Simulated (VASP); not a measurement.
# Sn (Fm-3m) in VASP: relaxation of cell and atoms with PBE

Aim: the relaxation of cell and atoms of Sn with PBE.

All numbers are computed with VASP 6.6.1; they aren't measurements. Logs are shortened: lines on timing, memory, paths and dates and some standing lists are left out, and cuts for length are marked.

## 1. The cell of the first run

The structure is cubic, space group Fm-3m (No. 225). Conventional cell: a = 4.821 Å, b = 4.821 Å, c = 4.821 Å, α = 90.00°, β = 90.00°, γ = 90.00°. Sn (site symmetry m-3m) has 12 Sn at 3.41 Å within 4.5 Å.

This isn't the form of Sn at room conditions, which is tetragonal (white tin).

## 2. Relaxation of cell and atoms, PBE

INCAR

```
SYSTEM = Sn
  PREC = Accurate
  ENCUT = 600
  EDIFF = 1E-6
  ISMEAR = 0
  SIGMA = 0.1
  LREAL = .FALSE.
  LASPH = .TRUE.
  NELM = 60
  ALGO = Normal
  ISIF = 3
  LWAVE = .FALSE.
  LCHARG = .FALSE.
  GGA = PE
  IBRION = 2
  NSW = 80
  EDIFFG = -0.01
```

KPOINTS

```
Automatic mesh
0
G
  16 16 16
  0 0 0
```

POSCAR

```
Sn
1.0
    0.0000000000      2.4106568747      2.4106568747
    2.4106568747      0.0000000000      2.4106568747
    2.4106568747      2.4106568747      0.0000000000
Sn
1
Direct
    0.0000000000      0.0000000000      0.0000000000
```

Potentials or basis: VASP PAW PBE potentials, release 64 (Sn_d).

Command:

```sh
cat potpaw_PBE.64/Sn_d/POTCAR > POTCAR
mpirun -np 1 vasp_std > vasp.out
```

OUTCAR:

```text
SYSTEM = Sn
   PREC = Accurate
   ENCUT = 600
   EDIFF = 1E-6
   ISMEAR = 0
   LREAL = .FALSE.
   LASPH = .TRUE.
   NELM = 60
   ISIF = 3
   GGA = PE
   IBRION = 2
   NSW = 80
   EDIFFG = -0.01

 ion  position               nearest neighbor table
   1  0.000  0.000  0.000-

  LATTYP: Found a face centered cubic cell.
 ALAT       =     4.8213137494

  Lattice vectors:

 A1 = (   0.0000000000,   2.4106568747,   2.4106568747)
 A2 = (   2.4106568747,   0.0000000000,   2.4106568747)
 A3 = (   2.4106568747,   2.4106568747,   0.0000000000)

Analysis of symmetry for initial positions (statically):
=====================================================================
 Subroutine PRICEL returns:
 Original cell was already a primitive cell.

 Routine SETGRP: Setting up the symmetry group for a
 face centered cubic supercell.

 Subroutine GETGRP returns: Found 48 space group operations
 (whereof 48 operations were pure point group operations)
 out of a pool of 48 trial point group operations.

The static configuration has the point symmetry O_h .

Analysis of symmetry for dynamics (positions and initial velocities):
=====================================================================
 Subroutine PRICEL returns:
 Original cell was already a primitive cell.

 Routine SETGRP: Setting up the symmetry group for a
 face centered cubic supercell.

 Subroutine GETGRP returns: Found 48 space group operations
 (whereof 48 operations were pure point group operations)
 out of a pool of 48 trial point group operations.

The dynamic configuration has the point symmetry O_h .

 Subroutine INISYM returns: Found 48 space group operations
 (whereof 48 operations are pure point group operations),
 and found     1 'primitive' translations

----------------------------------------------------------------------------------------

                                     Primitive cell

  volume of cell :      28.0179

  direct lattice vectors                    reciprocal lattice vectors
     0.000000000  2.410656875  2.410656875    -0.207412347  0.207412347  0.207412347
     2.410656875  0.000000000  2.410656875     0.207412347 -0.207412347  0.207412347
     2.410656875  2.410656875  0.000000000     0.207412347  0.207412347 -0.207412347

  length of vectors
     3.409183646  3.409183646  3.409183646     0.359248723  0.359248723  0.359248723

  position of ions in fractional coordinates (direct lattice)
     0.000000000  0.000000000  0.000000000

  ion indices of the primitive-cell ions
   primitive index   ion index
                 1           1

----------------------------------------------------------------------------------------

 KPOINTS: Automatic mesh

Automatic generation of k-mesh.
 Grid dimensions read from file:
 generate k-points for:   16   16   16

 Generating k-lattice:

  Cartesian coordinates                     Fractional coordinates (reciprocal lattice)
    -0.012963272  0.012963272  0.012963272     0.062500000  0.000000000  0.000000000
     0.012963272 -0.012963272  0.012963272     0.000000000  0.062500000  0.000000000
     0.012963272  0.012963272 -0.012963272     0.000000000  0.000000000  0.062500000

  Length of vectors
     0.022453045  0.022453045  0.022453045

  Shift w.r.t. Gamma in fractional coordinates (k-lattice)
     0.000000000  0.000000000  0.000000000

 Subroutine IBZKPT returns following result:
 ===========================================

 Found    145 irreducible k-points:

 Following reciprocal coordinates:
            Coordinates               Weight
  0.000000  0.000000  0.000000      1.000000
  0.062500  0.000000  0.000000      8.000000
  0.125000  0.000000  0.000000      8.000000
  0.187500  0.000000  0.000000      8.000000
  0.250000  0.000000  0.000000      8.000000
  0.312500  0.000000  0.000000      8.000000
[... 16 lines left out ...]
 -0.125000  0.062500  0.000000     24.000000
 -0.062500  0.062500  0.000000     12.000000
 [... further k-points ...]
   k-points           NKPTS =    145   k-points in BZ     NKDIM =    145   number of bands    NBANDS=     11
   number of dos      NEDOS =    301   number of ions     NIONS =      1
   total plane-waves  NPLWV =  21952
   dimension x,y,z NGX =    28 NGY =   28 NGZ =   28
   dimension x,y,z NGXF=    56 NGYF=   56 NGZF=   56
   ions per type =               1
   NGX,Y,Z   is equivalent  to a cutoff of  13.65, 13.65, 13.65 a.u.
   NGXF,Y,Z  is equivalent  to a cutoff of  27.31, 27.31, 27.31 a.u.
 SYSTEM =  Sn
   PREC   = accura    normal or accurate (medium, high low for compatibility)
   ISTART =      0    job   : 0-new  1-cont  2-samecut
   ICHARG =      2    charge: 1-file 2-atom 10-const
   ISPIN  =      1    spin polarized calculation?
   LNONCOLLINEAR =      F non collinear calculations
   LSORBIT =      F    spin-orbit coupling
   LASPH  =      T    aspherical Exc in radial PAW
   ENCUT  =  600.0 eV  44.10 Ry    6.64 a.u.   6.81  6.81  6.81*2*pi/ulx,y,z
   NELM   =     60;   NELMIN=  2; NELMDL= -5     # of ELM steps
   EDIFF  = 0.1E-05   stopping-criterion for ELM
   LREAL  =      F    real-space projection
   EDIFFG = -.1E-01   stopping-criterion for IOM
   NSW    =     80    number of steps for IOM
   IBRION =      2    ionic relax: 0-MD 1-quasi-New 2-CG
   NFREE  =      1    steps in history (QN), initial steepest desc. (CG)
   ISIF   =      3    stress and relaxation
   ISYM   =      2    0-nonsym 1-usesym 2-fastsym
   POTIM  = 0.5000    time-step for ionic-motion
   TEBEG  =    0.0;   TEEND  =   0.0 temperature during run
   PSTRESS=    0.0 pullay stress
   NELECT =      14.0000    total number of electrons
   NUPDOWN=      -1.0000    fix difference up-down
   EMIN   =  10.00;   EMAX   =-10.00  energy-range for DOS
   EFERMI =   0.00;   METHOD = LEGACY
   ISMEAR =     0;   SIGMA  =   0.10  broadening in eV -4-tet -1-fermi 0-gaus
   EFERMI_NEDOS =   21; number of points for ismear=-14 and -15
   IALGO  =     38    algorithm
   IMIX   =      4    mixing-type and parameters
     AMIX     =   0.40;   BMIX     =  1.00
     AMIX_MAG =   1.60;   BMIX_MAG =  1.00
  volume/ion in A,a.u.               =      28.02       189.07
  Fermi-wavevector in a.u.,A,eV,Ry     =   1.299089  2.454922 22.961617  1.687631
  Thomas-Fermi vector in A             =   2.430375
   LORBIT       =      0    0 simple, 1 ext, 2 COOP (PROOUT), +10 PAW based schemes
   GGA     = PE    functional components
   LHFCALC =     F    Hartree Fock is set to
   AEXX    =    0.0000 exact exchange contribution
   IVDW    =     0    specifies the selected vdW correction
   LEPSILON=     F    determine dielectric tensor
   LRPA    =     F    only Hartree local field effects (RPA)
 conjugate gradient relaxation of ions
 non-spin polarized calculation
 Gauss-broadening in eV      SIGMA  =   0.10
  energy-cutoff  :      600.00
  volume of cell :       28.02
 maximum number of plane-waves:       950
   NGX = 13   NGY = 13   NGZ = 13

 number of electron      13.9999999 magnetization

 Free energy of the ion-electron system (eV)
  ---------------------------------------------------
  ext. energy  EPLUGINS =         0.00000000
  ---------------------------------------------------
  free energy    TOTEN  =        -3.78634630 eV

  energy without entropy =       -3.78262797  energy(sigma->0) =       -3.78448713

 E-fermi :   7.8271     XC(G=0): -10.2221

 val. band max:        7.8053636710   @ k =  -0.3750   0.2500   0.0000
 cond. band min:       7.8335283800   @ k =  -0.3125   0.3125   0.1250
 fundamental gap:      0.0281647091
 Fermi energy:         7.8271311063

 k-point     1 :       0.0000    0.0000    0.0000
  band No.  band energies     occupation
      1     -13.7740      2.00000
      2     -13.7740      2.00000
      3     -13.7740      2.00000
      4     -13.7044      2.00000
      5     -13.7044      2.00000
      6      -3.1408      2.00000
      7      15.2323      0.00000
      8      15.2323      0.00000
      9      15.2323      0.00000
     10      18.3496      0.00000
     11      19.4272      0.00000

 k-point     2 :       0.0625    0.0000    0.0000
  band No.  band energies     occupation
      1     -13.7737      2.00000
      2     -13.7710      2.00000
      3     -13.7710      2.00000
      4     -13.7046      2.00000
      5     -13.7046      2.00000
      6      -3.0625      2.00000
      7      14.3610      0.00000
      8      15.1084      0.00000
      9      15.1084      0.00000
     10      17.8694      0.00000
     11      19.6423      0.00000

 k-point     3 :       0.1250    0.0000    0.0000
  band No.  band energies     occupation
      1     -13.7730      2.00000
      2     -13.7637      2.00000
      3     -13.7637      2.00000
      4     -13.7037      2.00000
      5     -13.7037      2.00000
      6      -2.8272      2.00000
      7      12.5705      0.00000
      8      14.8052      0.00000
      9      14.8052      0.00000
     10      17.5399      0.00000
     11      20.1631      0.00000

 k-point     4 :       0.1875    0.0000    0.0000
  band No.  band energies     occupation
      1     -13.7721      2.00000
      2     -13.7570      2.00000
      3     -13.7570      2.00000
      4     -13.6980      2.00000
      5     -13.6980      2.00000
      6      -2.4351      2.00000
      7      10.6187      0.00000
      8      14.4393      0.00000
      9      14.4393      0.00000
     10      17.3396      0.00000
     11      20.3373      0.00000

 k-point     5 :       0.2500    0.0000    0.0000
  band No.  band energies     occupation
      1     -13.7715      2.00000
      2     -13.7557      2.00000
      3     -13.7557      2.00000
      4     -13.6847      2.00000
      5     -13.6847      2.00000
      6      -1.8877      2.00000
      7       8.7185      0.00000
      8      14.0884      0.00000
      9      14.0884      0.00000
     10      17.2251      0.00000
     11      19.7385      0.00000
[... 211 lines left out ...]
 k-point    21 :      -0.2500    0.0625    0.0000
  band No.  band energies     occupation
      1     -13.7713      2.00000
      2     -13.7546      2.00000
      3     -13.7528      2.00000
      4     -13.6897      2.00000
      5     -13.6701      2.00000
      6      -1.6022      2.00000
      7       8.1675      0.00000
      8      12.7659      0.00000
      9      14.4697      0.00000
     10      17.6357      0.00000
     11      18.8078      0.00000

 k-point    22 :      -0.1875    0.0625    0.0000
  band No.  band energies     occupation
      1     -13.7729      2.00000
      2     -13.7529      2.00000
      3     -13.7528      2.00000
      4     -13.7043      2.00000
      5     -13.6853      2.00000
      6      -2.2001      2.00000
      7      10.0218      0.00000
      8      13.0656      0.00000
      9      14.8818      0.00000
     10      17.7043      0.00000
     11      19.6048      0.00000

 k-point    23 :      -0.1250    0.0625    0.0000
  band No.  band energies     occupation
      1     -13.7743      2.00000
      2     -13.7594      2.00000
      3     -13.7563      2.00000
      4     -13.7091      2.00000
      5     -13.6961      2.00000
      6      -2.6442      2.00000
      7      11.9410      0.00000
      8      13.4820      0.00000
      9      15.1960      0.00000
     10      17.7387      0.00000
     11      19.8461      0.00000

 k-point    24 :      -0.0625    0.0625    0.0000
  band No.  band energies     occupation
      1     -13.7746      2.00000
      2     -13.7675      2.00000
      3     -13.7640      2.00000
      4     -13.7075      2.00000
      5     -13.7015      2.00000
      6      -2.9318      2.00000
      7      13.6443      0.00000
      8      14.1172      0.00000
      9      15.2957      0.00000
     10      17.7304      0.00000
     11      19.5688      0.00000

 [... further k-points ...]

------------------------ aborting loop because EDIFF is reached ----------------------------------------

  FORCE on cell =-STRESS in cart. coord.  units (eV):
  Direction    XX          YY          ZZ          XY          YZ          ZX
  --------------------------------------------------------------------------------------
  -------------------------------------------------------------------------------------
  Total       -0.0011888     -0.0011888     -0.0011888     -0.0000000      0.0000000      0.0000000
  in kB       -0.0679792     -0.0679792     -0.0679792     -0.0000000      0.0000000      0.0000000
  external PRESSURE =      -0.0679792 kB  Pullay stress =       0.0000000 kB

 VOLUME and BASIS-vectors are now :
 -----------------------------------------------------------------------------
  energy-cutoff  :      600.00
  volume of cell :       28.02
      direct lattice vectors                 reciprocal lattice vectors
     0.000000000  2.410656875  2.410656875    -0.207412347  0.207412347  0.207412347
     2.410656875  0.000000000  2.410656875     0.207412347 -0.207412347  0.207412347
     2.410656875  2.410656875  0.000000000     0.207412347  0.207412347 -0.207412347

 POSITION                                       TOTAL-FORCE (eV/Angst)
 -----------------------------------------------------------------------------------
      0.00000      0.00000      0.00000         0.000000     -0.000000     -0.000000
 -----------------------------------------------------------------------------------
    total drift:                               -0.000000     -0.000000     -0.000000

  FREE ENERGIE OF THE ION-ELECTRON SYSTEM (eV)
  ---------------------------------------------------
  free  energy   TOTEN  =        -3.7863462995 eV

  energy  without entropy=       -3.7826279672  energy(sigma->0) =       -3.78448713

 reached required accuracy - stopping structural energy minimisation
```

It took 22 s on 1 thread of AMD EPYC 9R45 (Zen 5), shared host; peak memory 0.16 GiB.

Results:

```yaml
Free_energy: -3.7863 eV
Pressure_after_relaxing: 0.0 GPa
Band_gap_on_the_k_mesh: zero (bands 7 and 8 overlap by 9.36 eV)
```

Final structure:
```xyz
1
Lattice="0.0000 2.4107 2.4107 2.4107 0.0000 2.4107 2.4107 2.4107 0.0000" Properties=species:S:1:pos:R:3 pbc="T T T"
Sn    0.0000    0.0000    0.0000
```

Caveat: the relaxation stopped at its first step, so nothing moved; spin-orbit coupling is left out, which moves the levels of the heavy elements.
